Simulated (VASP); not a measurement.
# Ti2B5N (P4/mmm) in VASP: further runs

Ti2B5N is run at these levels: PBE; tasks: single point.

Program: VASP 6.6.1. These are calculated values, not measurements. Logs are shortened: lines on timing, memory, paths and dates and some standing lists are left out, and cuts for length are marked.

## 1. The cell of the first run

Symmetry: P4/mmm, No. 123, tetragonal system. The conventional cell has a = 2.948 Å, b = 2.948 Å, c = 7.737 Å, α = 90.00°, β = 90.00°, γ = 90.00°. Ti (site symmetry 4/mmm) has 12 B at 2.08 to 2.26 Å within 2.8 Å. Within 2.8 Å of Ti (site symmetry 4/mmm) lie 4 N at 2.08 Å and 8 B at 2.61 Å. Within 2.8 Å of B (site symmetry 2mm) lie 6 B at 2.08 to 2.26 Å and 4 Ti at 2.26 to 2.61 Å and 2 N at 2.61 Å. B (site symmetry 4/mmm) has 4 Ti at 2.08 Å and 8 B at 2.26 Å within 2.8 Å. Within 2.8 Å of N (site symmetry 4/mmm) lie 4 Ti at 2.08 Å and 8 B at 2.61 Å.

The cell was generated, and may not be a known phase.

## 2. Single point, PBE

INCAR reads:

```
PREC = Accurate
ENCUT = 600
EDIFF = 1E-6
ISMEAR = 0
SIGMA = 0.1
LREAL = False
LASPH = True
NELM = 120
ALGO = Normal
ISIF = 2
LWAVE = False
LCHARG = True
GGA = PE
LELF = True
LVHAR = True
NBANDS = 32
GGA_COMPAT = False
```

KPOINTS reads:

```
Automatic mesh
0
Gamma
  12 12 6
```

POSCAR reads:

```
Ti2B5N
1.0
    2.9484389128      0.0000000000      0.0000000000
    0.0000000000      2.9484389128      0.0000000000
    0.0000000000      0.0000000000      7.7365699852
Ti B N
2 5 1
Direct
    0.0000000000      0.0000000000      0.0000000000
    0.5000000000      0.5000000000      0.5000000000
    0.0000000000      0.5000000000      0.2215233397
    0.5000000000      0.0000000000      0.7784766603
    0.5000000000      0.0000000000      0.2215233397
    0.0000000000      0.5000000000      0.7784766603
    0.5000000000      0.5000000000      0.0000000000
    0.0000000000      0.0000000000      0.5000000000
```

Potentials or basis: VASP PAW PBE potentials, release 64 (Ti_sv, B, N).

Command:

```
cat potpaw_PBE.64/Ti_sv/POTCAR potpaw_PBE.64/B/POTCAR potpaw_PBE.64/N/POTCAR > POTCAR
mpirun -np 1 vasp_std > vasp.out
```

OUTCAR:

```text
PREC = Accurate
   ENCUT = 600
   EDIFF = 1E-6
   ISMEAR = 0
   LREAL = False
   LASPH = True
   NELM = 120
   ISIF = 2
   GGA = PE

 ion  position               nearest neighbor table
   1  0.000  0.000  0.000-   7 2.08   7 2.08   7 2.08   7 2.08   3 2.26   3 2.26   6 2.26   4 2.26
                             4 2.26   5 2.26   5 2.26   6 2.26
   2  0.500  0.500  0.500-   8 2.08   8 2.08   8 2.08   8 2.08
   3  0.000  0.500  0.222-   5 2.08   5 2.08   5 2.08   5 2.08   1 2.26   1 2.26
   4  0.500  0.000  0.778-   6 2.08   6 2.08   6 2.08   6 2.08   1 2.26   1 2.26
   5  0.500  0.000  0.222-   3 2.08   3 2.08   3 2.08   3 2.08   1 2.26   1 2.26
   6  0.000  0.500  0.778-   4 2.08   4 2.08   4 2.08   4 2.08   1 2.26   1 2.26
   7  0.500  0.500  0.000-   1 2.08   1 2.08   1 2.08   1 2.08
   8  0.000  0.000  0.500-   2 2.08   2 2.08   2 2.08   2 2.08

  LATTYP: Found a simple tetragonal cell.
 ALAT       =     2.9484389128
 C/A-ratio  =     2.6239546465

  Lattice vectors:

 A1 = (   2.9484389128,   0.0000000000,   0.0000000000)
 A2 = (   0.0000000000,   2.9484389128,   0.0000000000)
 A3 = (   0.0000000000,   0.0000000000,   7.7365699852)

Analysis of symmetry for initial positions (statically):
=====================================================================
 Subroutine PRICEL returns:
 Original cell was already a primitive cell.

 Routine SETGRP: Setting up the symmetry group for a
 simple tetragonal supercell.

 Subroutine GETGRP returns: Found 16 space group operations
 (whereof 16 operations were pure point group operations)
 out of a pool of 16 trial point group operations.

The static configuration has the point symmetry D_4h.

Analysis of symmetry for dynamics (positions and initial velocities):
=====================================================================
 Subroutine PRICEL returns:
 Original cell was already a primitive cell.

 Routine SETGRP: Setting up the symmetry group for a
 simple tetragonal supercell.

 Subroutine GETGRP returns: Found 16 space group operations
 (whereof 16 operations were pure point group operations)
 out of a pool of 16 trial point group operations.

The dynamic configuration has the point symmetry D_4h.

 Subroutine INISYM returns: Found 16 space group operations
 (whereof 16 operations are pure point group operations),
 and found     1 'primitive' translations

----------------------------------------------------------------------------------------

                                     Primitive cell

  volume of cell :      67.2563

  direct lattice vectors                    reciprocal lattice vectors
     2.948438913  0.000000000  0.000000000     0.339162530  0.000000000  0.000000000
     0.000000000  2.948438913  0.000000000     0.000000000  0.339162530  0.000000000
     0.000000000  0.000000000  7.736569985     0.000000000  0.000000000  0.129256247

  length of vectors
     2.948438913  2.948438913  7.736569985     0.339162530  0.339162530  0.129256247

  position of ions in fractional coordinates (direct lattice)
     0.000000000  0.000000000  0.000000000
     0.500000000  0.500000000  0.500000000
     0.000000000  0.500000000  0.221523340
     0.500000000  0.000000000  0.778476660
     0.500000000  0.000000000  0.221523340
     0.000000000  0.500000000  0.778476660
     0.500000000  0.500000000  0.000000000
     0.000000000  0.000000000  0.500000000

  ion indices of the primitive-cell ions
   primitive index   ion index
                 1           1
                 2           2
                 3           3
                 4           4
                 5           5
                 6           6
                 7           7
                 8           8

----------------------------------------------------------------------------------------

 KPOINTS: Automatic mesh

Automatic generation of k-mesh.
 Grid dimensions read from file:
 generate k-points for:   12   12    6

 Generating k-lattice:

  Cartesian coordinates                     Fractional coordinates (reciprocal lattice)
     0.028263544  0.000000000  0.000000000     0.083333333  0.000000000  0.000000000
     0.000000000  0.028263544  0.000000000     0.000000000  0.083333333  0.000000000
     0.000000000  0.000000000  0.021542708     0.000000000  0.000000000  0.166666667

  Length of vectors
     0.028263544  0.028263544  0.021542708

  Shift w.r.t. Gamma in fractional coordinates (k-lattice)
     0.000000000  0.000000000  0.000000000

 Subroutine IBZKPT returns following result:
 ===========================================

 Found    112 irreducible k-points:

 Following reciprocal coordinates:
            Coordinates               Weight
  0.000000  0.000000  0.000000      1.000000
  0.083333  0.000000  0.000000      4.000000
  0.166667  0.000000  0.000000      4.000000
  0.250000  0.000000  0.000000      4.000000
  0.333333  0.000000  0.000000      4.000000
  0.416667  0.000000  0.000000      4.000000
[... 16 lines left out ...]
[... 22 lines left out ...]
   LREAL  =      F    real-space projection
   EDIFFG = 0.1E-04   stopping-criterion for IOM
   NSW    =      0    number of steps for IOM
   IBRION =     -1    ionic relax: 0-MD 1-quasi-New 2-CG
   NFREE  =      0    steps in history (QN), initial steepest desc. (CG)
   ISIF   =      2    stress and relaxation
   ISYM   =      2    0-nonsym 1-usesym 2-fastsym
   POTIM  = 0.5000    time-step for ionic-motion
   TEBEG  =    0.0;   TEEND  =   0.0 temperature during run
   PSTRESS=    0.0 pullay stress
   NELECT =      44.0000    total number of electrons
   NUPDOWN=      -1.0000    fix difference up-down
   EMIN   =  10.00;   EMAX   =-10.00  energy-range for DOS
   EFERMI =   0.00;   METHOD = LEGACY
   ISMEAR =     0;   SIGMA  =   0.10  broadening in eV -4-tet -1-fermi 0-gaus
   EFERMI_NEDOS =   21; number of points for ismear=-14 and -15
   IALGO  =     38    algorithm
   IMIX   =      4    mixing-type and parameters
     AMIX     =   0.40;   BMIX     =  1.00
     AMIX_MAG =   1.60;   BMIX_MAG =  1.00
  volume/ion in A,a.u.               =       8.41        56.73
  Fermi-wavevector in a.u.,A,eV,Ry     =   1.421177  2.685635 27.480283  2.019744
  Thomas-Fermi vector in A             =   2.542014
   LORBIT       =      0    0 simple, 1 ext, 2 COOP (PROOUT), +10 PAW based schemes
   GGA     = PE    functional components
   LHFCALC =     F    Hartree Fock is set to
   AEXX    =    0.0000 exact exchange contribution
   IVDW    =     0    specifies the selected vdW correction
   LEPSILON=     F    determine dielectric tensor
   LRPA    =     F    only Hartree local field effects (RPA)
 non-spin polarized calculation
 Gauss-broadening in eV      SIGMA  =   0.10
  energy-cutoff  :      600.00
  volume of cell :       67.26
 maximum number of plane-waves:      2288
 NGX is ok and might be reduce to    24
   NGX = 11   NGY = 11   NGZ = 31

 number of electron      44.0000001 magnetization

 Free energy of the ion-electron system (eV)
  ---------------------------------------------------
  ext. energy  EPLUGINS =         0.00000000
  ---------------------------------------------------
  free energy    TOTEN  =       -55.65711603 eV

  energy without entropy =      -55.64532095  energy(sigma->0) =      -55.65121849

 E-fermi :   9.0918     XC(G=0): -12.6057

 val. band max:        9.0809299681   @ k =   0.0833   0.0833   0.0000
 cond. band min:       9.1041892722   @ k =   0.1667   0.0833   0.3333
 fundamental gap:      0.0232593040
 Fermi energy:         9.0917511961

 k-point     1 :       0.0000    0.0000    0.0000
  band No.  band energies     occupation
      1     -48.2316      2.00000
      2     -46.6077      2.00000
      3     -24.4644      2.00000
      4     -24.3560      2.00000
      5     -24.3560      2.00000
      6     -23.0746      2.00000
[... 24 lines left out ...]
     31      12.7705      0.00000
     32      13.6675      0.00000

 k-point     2 :       0.0833    0.0000    0.0000
  band No.  band energies     occupation
      1     -48.2289      2.00000
      2     -46.6046      2.00000
      3     -24.4615      2.00000
      4     -24.3841      2.00000
      5     -24.3523      2.00000
      6     -23.0699      2.00000
[... 24 lines left out ...]
     31      13.1913      0.00000
     32      13.6679      0.00000
[... 733 lines left out ...]
     31      13.3409      0.00000
     32      13.7671      0.00000

 k-point    24 :       0.4167    0.3333    0.0000
  band No.  band energies     occupation
      1     -48.1656      2.00000
      2     -46.5303      2.00000
      3     -24.6678      2.00000
      4     -24.5834      2.00000
      5     -24.3945      2.00000
      6     -23.2779      2.00000
[... 24 lines left out ...]
     31      13.2583      0.00000
     32      13.6602      0.00000

 [... further k-points ...]
[... 5 lines left out ...]
  --------------------------------------------------------------------------------------
  -------------------------------------------------------------------------------------
  Total        0.0043260      0.0043260     -0.0753679      0.0000000      0.0000000      0.0000000
  in kB        0.1030527      0.1030527     -1.7954134      0.0000000      0.0000000      0.0000000
  external PRESSURE =      -0.5297693 kB  Pullay stress =       0.0000000 kB

 VOLUME and BASIS-vectors are now :
 -----------------------------------------------------------------------------
  energy-cutoff  :      600.00
  volume of cell :       67.26
      direct lattice vectors                 reciprocal lattice vectors
     2.948438913  0.000000000  0.000000000     0.339162530  0.000000000  0.000000000
     0.000000000  2.948438913  0.000000000     0.000000000  0.339162530  0.000000000
     0.000000000  0.000000000  7.736569985     0.000000000  0.000000000  0.129256247

 POSITION                                       TOTAL-FORCE (eV/Angst)
 -----------------------------------------------------------------------------------
      0.00000      0.00000      0.00000        -0.000000     -0.000000      0.000000
      1.47422      1.47422      3.86828        -0.000000     -0.000000      0.000000
      0.00000      1.47422      1.71383        -0.000000      0.000000     -0.003382
      1.47422      0.00000      6.02274        -0.000000      0.000000      0.003382
      1.47422      0.00000      1.71383        -0.000000      0.000000     -0.003382
      0.00000      1.47422      6.02274         0.000000     -0.000000      0.003382
      1.47422      1.47422      0.00000        -0.000000     -0.000000      0.000000
      0.00000      0.00000      3.86828        -0.000000     -0.000000      0.000000
 -----------------------------------------------------------------------------------
    total drift:                                0.000000      0.000000      0.000000

  FREE ENERGIE OF THE ION-ELECTRON SYSTEM (eV)
  ---------------------------------------------------
  free  energy   TOTEN  =       -55.6571160270 eV

  energy  without entropy=      -55.6453209538  energy(sigma->0) =      -55.65121849
```

It took 9.8 min on 1 thread of Oxide Virtual Turin-like, shared host; peak memory 0.34 GiB.

What came out:

* Free energy: -55.6571 eV
* Pressure: -0.1 GPa
* Largest force: 0.003 eV/Å
* Band gap on the k mesh: zero (bands 22 and 23 overlap by 2.62 eV)

Forces on the atoms (eV/Å):
```
Ti   0.000  0.000  0.000
Ti   0.000  0.000  0.000
B    0.000  0.000 -0.003
B    0.000  0.000  0.003
B    0.000  0.000 -0.003
B    0.000  0.000  0.003
B    0.000  0.000  0.000
N    0.000  0.000  0.000
```

Stress tensor (GPa, compression positive):
```
 0.01  0.00  0.00
 0.00  0.01  0.00
 0.00  0.00 -0.18
```

## 3. Single point, PBE, collinear spin

This run uses another cell than the first one, of 8.39 Å³/atom.

INCAR reads:

```
PREC = Accurate ; ENCUT = 600
EDIFF = 1E-6 ; ISMEAR = 0
SIGMA = 0.1 ; LREAL = False
LASPH = True ; NELM = 200
ALGO = Normal ; ISIF = 2
LWAVE = False ; LCHARG = True
ISPIN = 2 ; MAGMOM = 1 1 0 0 0 0 0 0
LORBIT = 11 ; LMAXMIX = 4
GGA = PE ; LELF = True
LVHAR = True ; NBANDS = 36
GGA_COMPAT = False
```

KPOINTS reads:

```
Automatic mesh
0
Gamma
  6 6 4
```

POSCAR reads:

```
Ti2B5N
1.0
    2.9455011644      0.0000000000      0.0000000000
    0.0000000000      2.9455011644      0.0000000000
    0.0000000000      0.0000000000      7.7330113607
Ti B N
2 5 1
Direct
    0.0000000000      0.0000000000      0.0000000000
    0.5000000000      0.5000000000      0.5000000000
    0.0000000000      0.5000000000      0.2233885995
    0.5000000000      0.0000000000      0.7766114005
    0.5000000000      0.0000000000      0.2233885995
    0.0000000000      0.5000000000      0.7766114005
    0.5000000000      0.5000000000      0.0000000000
    0.0000000000      0.0000000000      0.5000000000
```

Potentials or basis: VASP PAW PBE potentials, release 64 (Ti_sv, B, N).

Command:

```
cat potpaw_PBE.64/Ti_sv/POTCAR potpaw_PBE.64/B/POTCAR potpaw_PBE.64/N/POTCAR > POTCAR
mpirun -np 1 vasp_std > vasp.out
```

Run time: 5.5 min. Hardware: 1 thread of Oxide Virtual Turin-like, shared host; peak memory 0.26 GiB.

Results (log left out):

```
Free energy                                           : -55.6979 eV
Pressure                                              : 0.0 GPa
Band gap on the k mesh                                : zero (filled and empty bands overlap)
Net moment                                            : 0.00 μB per cell
Valence electrons inside the program's atomic spheres : Ti 11.03, 10.35; B 1.66, 1.85 (each value once); N 3.63
```

Forces in eV/Å, atoms in the order of the input:
```
Ti   0.000  0.000  0.000
Ti   0.000  0.000  0.000
B    0.000  0.000 -0.003
B    0.000  0.000  0.003
B    0.000  0.000 -0.003
B    0.000  0.000  0.003
B    0.000  0.000  0.000
N    0.000  0.000  0.000
```

Stress tensor (GPa, compression positive):
```
 0.04  0.00  0.00
 0.00  0.04  0.00
 0.00  0.00 -0.16
```

Levels at points of the mesh, in eV from the Fermi level:
Spin up:
```tsv
k point	band 19	band 20	band 21	band 22	band 23	band 24	band 25	band 26
(0.00, 0.00, 0.00)	-1.75	-1.38	-1.01	-1.01	0.51	1.56	1.56	1.93
(0.50, 0.00, 0.00)	-2.87	-2.67	0.22	1.03	1.16	2.36	2.41	3.07
(0.50, 0.50, 0.00)	-4.17	-3.30	-2.36	-2.36	-0.93	0.40	0.40	2.63
(0.00, 0.00, 0.50)	-1.93	-1.75	-1.27	-1.27	1.21	1.69	1.69	1.93
(0.50, 0.00, 0.50)	-2.59	-2.52	0.29	0.78	1.32	2.29	2.68	2.75
(0.50, 0.50, 0.50)	-4.01	-2.74	-2.74	-2.66	-1.52	1.00	1.08	1.08
```
Spin down:
```
           k point  band 18  band 19  band 20  band 21  band 22  band 23  band 24  band 25  band 26  band 27
(0.00, 0.00, 0.00)    -2.32    -1.75    -1.38    -1.01    -1.01     0.51     1.56     1.56     1.93     2.54
(0.50, 0.00, 0.00)    -3.63    -2.87    -2.67     0.22     1.03     1.16     2.36     2.41     3.07     3.20
(0.50, 0.50, 0.00)    -4.17    -4.17    -3.30    -2.36    -2.36    -0.93     0.40     0.40     2.63     3.26
(0.00, 0.00, 0.50)    -1.93    -1.93    -1.75    -1.27    -1.27     1.21     1.69     1.69     1.93     2.54
(0.50, 0.00, 0.50)    -2.88    -2.59    -2.52     0.29     0.78     1.32     2.29     2.68     2.75     2.87
(0.50, 0.50, 0.50)    -4.01    -4.01    -2.74    -2.74    -2.66    -1.52     1.00     1.08     1.08     2.98
```

## 4. Single point, PBE, collinear spin

This run uses another cell than the first one, of 8.96 Å³/atom.

INCAR reads:

```
PREC = Accurate
ENCUT = 600
EDIFF = 1E-6
ISMEAR = 0
SIGMA = 0.1
LREAL = False
LASPH = True
NELM = 200
ALGO = Normal
ISIF = 2
LWAVE = False
LCHARG = True
ISPIN = 2
MAGMOM = 1 1 0 0 0 0 0 0
LORBIT = 11
LMAXMIX = 4
GGA = PE
LELF = True
LVHAR = True
NBANDS = 36
GGA_COMPAT = False
```

KPOINTS reads:

```
regular mesh
0
Gamma
  6 6 4
```

POSCAR reads:

```
Ti2B5N
1.0
    3.1972510100      0.0000000000      0.0000000000
    0.0000000000      3.1972510100      0.0000000000
    0.0000000000      0.0000000000      7.0100514700
Ti B N
2 5 1
Direct
    0.0000000000      0.0000000000      0.0000000000
    0.5000000000      0.5000000000      0.5000000000
    0.0000000000      0.5000000000      0.2623090100
    0.5000000000      0.0000000000      0.7376909900
    0.5000000000      0.0000000000      0.2623090100
    0.0000000000      0.5000000000      0.7376909900
    0.5000000000      0.5000000000      0.0000000000
    0.0000000000      0.0000000000      0.5000000000
```

Command:

```
cat potpaw_PBE.64/Ti_sv/POTCAR potpaw_PBE.64/B/POTCAR potpaw_PBE.64/N/POTCAR > POTCAR
mpirun -np 1 vasp_std > vasp.out
```

Run time: 8.8 min. Hardware: 1 thread of Oxide Virtual Turin-like, shared host; peak memory 0.29 GiB.

It converged, with:

```
Free energy                                           : -52.8514 eV
Pressure                                              : -14.0 GPa
Largest force                                         : 1.836 eV/Å
Band gap on the k mesh                                : zero (filled and empty bands overlap)
Net moment                                            : 0.00 μB per cell
Valence electrons inside the program's atomic spheres : Ti 10.51, 10.52; B 1.60, 1.64 (each value once); N 3.49
```

Forces in eV/Å, atoms in the order of the input:
```
Ti   0.000  0.000  0.000
Ti   0.000  0.000  0.000
B    0.000  0.000 -1.836
B    0.000  0.000  1.836
B    0.000  0.000 -1.836
B    0.000  0.000  1.836
B    0.000  0.000  0.000
N    0.000  0.000  0.000
```

Stress tensor (GPa, compression positive):
```
-30.37   0.00   0.00
  0.00 -30.37   0.00
  0.00   0.00  18.67
```

Levels at points of the mesh, in eV from the Fermi level:
Spin up:
```
           k point  band 18  band 19  band 20  band 21  band 22  band 23  band 24  band 25  band 26  band 27
(0.00, 0.00, 0.00)    -2.71    -2.03    -0.45    -0.45    -0.21     1.53     1.53     1.68     1.78     2.04
(0.50, 0.00, 0.00)    -2.21    -2.03    -1.42    -0.60     0.24     0.76     0.96     1.74     2.97     2.99
(0.50, 0.50, 0.00)    -4.26    -4.01    -3.05    -1.94    -1.94     0.78     1.66     1.66     2.55     3.07
(0.00, 0.00, 0.50)    -2.13    -1.93    -1.60    -0.59    -0.59     1.77     1.77     1.78     1.93     2.26
(0.50, 0.00, 0.50)    -2.21    -0.78    -0.71     0.02     0.67     0.71     1.01     1.72     2.03     2.13
(0.50, 0.50, 0.50)    -3.62    -3.00    -2.80    -2.80    -1.83    -0.38     2.11     2.53     2.53     2.55
```
Spin down:
| k point | band 18 | band 19 | band 20 | band 21 | band 22 | band 23 | band 24 | band 25 | band 26 | band 27 |
| --- | --- | --- | --- | --- | --- | --- | --- | --- | --- | --- |
| (0.00, 0.00, 0.00) | -2.71 | -2.03 | -0.45 | -0.45 | -0.21 | 1.53 | 1.53 | 1.68 | 1.78 | 2.04 |
| (0.50, 0.00, 0.00) | -2.21 | -2.03 | -1.42 | -0.60 | 0.24 | 0.76 | 0.96 | 1.74 | 2.97 | 2.99 |
| (0.50, 0.50, 0.00) | -4.26 | -4.01 | -3.05 | -1.94 | -1.94 | 0.78 | 1.66 | 1.66 | 2.55 | 3.07 |
| (0.00, 0.00, 0.50) | -2.13 | -1.93 | -1.60 | -0.59 | -0.59 | 1.77 | 1.77 | 1.78 | 1.93 | 2.26 |
| (0.50, 0.00, 0.50) | -2.21 | -0.78 | -0.71 | 0.02 | 0.67 | 0.71 | 1.01 | 1.73 | 2.03 | 2.13 |
| (0.50, 0.50, 0.50) | -3.62 | -3.00 | -2.80 | -2.80 | -1.83 | -0.38 | 2.11 | 2.53 | 2.53 | 2.55 |

Caveat: the stress differs along the axes, from -30 to 19 GPa; forces of over 1 eV/Å act on the atoms, so gaps and moduli don't describe the material at rest.

## 5. The runs side by side

```csv
spin,cell,k mesh,gap on the mesh (eV),pressure (GPa),moment (μB)
off,"a = 2.948, b = 2.948, c = 7.737 Å, 8 atoms, atomic positions A",12 × 12 × 6,none,-0.1,-
collinear,"a = 2.946, b = 2.946, c = 7.733 Å, 8 atoms, atomic positions B",6 × 6 × 4,none,0.0,0.00
collinear,"a = 3.197, b = 3.197, c = 7.010 Å, 8 atoms, atomic positions C",6 × 6 × 4,none,-14.0,0.00
```

Alike in all rows: task single point; level PBE; potentials or basis VASP PAW PBE potentials, release 64 (Ti_sv, B, N); cutoff (eV) 600; smearing gaussian 0.1 eV.

Caveats: the stress differs along the axes, from -30 to 19 GPa (at least some runs); forces of over 1 eV/Å act on the atoms, so gaps and moduli don't describe the material at rest (at least some runs).

Absolute energies hang on the potentials; compare differences alone.

The gap in the log of VASP goes by the Fermi energy; the results here count the filled bands.